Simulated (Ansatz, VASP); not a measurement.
## Two plane-wave programs on ZrB2

File POSCAR:

```
ZrB2
1.0
    3.1487241912      0.0000000000      0.0000000000
   -1.5743620956      2.7268746126      0.0000000000
    0.0000000000      0.0000000000      3.5092878761
Zr B
1 2
Direct
    0.0000000000      0.0000000000      0.0000000000
    0.3333333333      0.6666666667      0.5000000000
    0.6666666667      0.3333333333      0.5000000000
```

The input INCAR.step1:

```
  ALGO = Normal
  EDIFF = 1E-4
  ENCUT = 520
  GGA = PE
  ISMEAR = -1
  LASPH = T
  LCHARG = F
  LREAL = F
  LWAVE = T
  NBANDS = 16
  NELM = 80
  PREC = Accurate
  SIGMA = 0.15
```

INCAR.step2

```
  ALGO = Normal
  EDIFF = 1E-7
  ENCUT = 520
  ISIF = 2
  ISMEAR = -1
  ISTART = 1
  IVDW = 12
  LASPH = T
  LCHARG = T
  LELF = T
  LMIXTAU = T
  LREAL = F
  LVHAR = T
  LWAVE = F
  METAGGA = R2SCAN
  NBANDS = 16
  NELM = 80
  PREC = Accurate
  SIGMA = 0.15
  VDW_A1 = 0.49484001
  VDW_A2 = 5.73083694
  VDW_S6 = 1.0
  VDW_S8 = 0.78981345
```

KPOINTS

```
k-points
0
Gamma
  10 10 8
```

Input for Ansatz:

```yaml
crystal:
  lattice:
    - [3.1487241911622816, 0.0, 0.0]
    - [-1.5743620955811408, 2.726874612617606, 0.0]
    - [0.0, 0.0, 3.509287876143956]
  atoms:
    - { symbol: Zr, position: [0.0, 0.0, 0.0] }
    - { symbol: B, position: [0.3333333333333333, 0.6666666666666666, 0.5] }
    - { symbol: B, position: [0.6666666666666666, 0.3333333333333333, 0.5] }
basis:
  ecutwfc: 600.0
kpoints:
  mp_grid:
    grid: [10, 10, 8]
hamiltonian:
  xc: r2scan
  dispersion: d3bj
scf:
  occupations:
    method: fermi_dirac
    width: 0.15
output:
  stress: true
```

Alike in both runs: task single point; functional r2SCAN; dispersion D3(BJ); k mesh 10 × 10 × 8; occupations fermi-dirac, width 0.15 eV; no spin polarisation.

|  | VASP | Ansatz |
| --- | --- | --- |
| version | VASP 6.6.1 | Ansatz 0.2.0 |
| potentials or method | VASP PAW PBE potentials, release 64 (Zr_sv, B), cutoff 520 eV | plane waves, PAW |
| valence electrons in the cell | 18 | 18 |

Ansatz gave:

| Property | Result |
| --- | --- |
| pressure (GPa) | 3.0 |
| traceless stress, the component that is largest in VASP (GPa) | 1.08 |

Q: Which values does VASP return?

A: Pressure (GPa): 3.1; traceless stress, the component that is largest in VASP (GPa): 1.09.

VASP's potentials were made for PBE, not for r2SCAN. Ansatz's warnings: dispersion damping borrowed.
